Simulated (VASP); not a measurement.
Set up this calculation in VASP 6.6.1, as the native input.

```
Task                   : relaxation of shape and atoms at fixed volume
Functional             : PBE
Potentials or basis    : VASP PAW PBE potentials, release 64 (Cu, Au)
Cutoff                 : 600 eV
k mesh                 : 14 × 14 × 12
Occupations            : gaussian, width 0.1 eV
Spin                   : no spin polarisation
Dipole correction      : no
Further INCAR settings : ALGO = Normal; EDIFF = 1e-06; IBRION = 2; EDIFFG = -0.01; NSW = 50; ISIF = 4
```

The structure of CuAu lies in POSCAR:

```
CuAu
1.0
    2.9487535697      0.0000000000      0.0000000000
    0.0000000000      2.9487535697      0.0000000000
    0.0000000000      0.0000000000      3.6579656389
Cu Au
1 1
Direct
    0.5000000000      0.5000000000      0.5000000000
    0.0000000000      0.0000000000      0.0000000000
```

One way to write it, as run:

INCAR

```
SYSTEM = CuAu
PREC = Accurate ; ENCUT = 600
EDIFF = 1E-6 ; ISMEAR = 0
SIGMA = 0.1 ; LREAL = .False.
LASPH = .True. ; NELM = 100
ALGO = Normal ; ISIF = 4
LWAVE = .False. ; LCHARG = .False.
GGA = PE ; IBRION = 2
NSW = 50 ; EDIFFG = -0.01
```

KPOINTS

```
regular mesh
0
Gamma
  14 14 12
  0 0 0
```

Potentials or basis: VASP PAW PBE potentials, release 64 (Cu, Au).

The run is started by

```bash
$ cat potpaw_PBE.64/Cu/POTCAR potpaw_PBE.64/Au/POTCAR > POTCAR
$ mpirun -np 1 vasp_std > vasp.out
```

It gave:

```
Pressure after relaxing : -6.9 GPa
Band gap on the k mesh  : zero (bands 11 and 12 overlap by 6.65 eV)
```

Caveat: spin-orbit coupling is left out, which moves the levels of the heavy elements.

Wall time 96 s on 1 thread of Intel(R) Xeon(R) 6975P-C (Granite Rapids), with other jobs on the host, peak memory 0.28 GiB.
